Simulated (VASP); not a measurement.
Y, 1 atom in the cell. It takes space group Fm-3m (No. 225, cubic). The conventional cell has a = 3.657 Å, b = 3.657 Å, c = 3.657 Å, α = 90.00°, β = 90.00°, γ = 90.00°. Y (site symmetry m-3m) has 12 Y at 2.59 Å within 3.4 Å. 

| Item | Value |
| --- | --- |
| Program | VASP 6.6.1 |
| Task | relaxation of cell and atoms |
| Functional | LDA |
| Potentials or basis | VASP PAW LDA potentials, release 64 (Y_sv) |
| Cutoff | 600 eV |
| k mesh | 18 × 18 × 18 |
| Occupations | fermi-dirac, width 0.05 eV |
| Spin | no spin polarisation |
| Target pressure | 160 GPa |
| Dipole correction | no |
| Further INCAR settings | ALGO = Normal; EDIFF = 1e-06; IBRION = 2; EDIFFG = -0.005; NSW = 60; ISIF = 3 |

Potentials or basis: VASP PAW LDA potentials, release 64 (Y_sv).

Command:

```console
$ cat potpaw_LDA.64/Y_sv/POTCAR > POTCAR
$ mpirun -np 1 vasp_std > vasp.out
```

Hardware: 1 thread of Intel(R) Xeon(R) 6975P-C (Granite Rapids), on a shared host.

Problem. Estimate the wall time of this run.

Solution. Wall time 25 s on 1 thread of Intel(R) Xeon(R) 6975P-C (Granite Rapids) (shared host), peak memory 0.18 GiB. Counts: scf iterations 29, k points 195, ion steps 6.
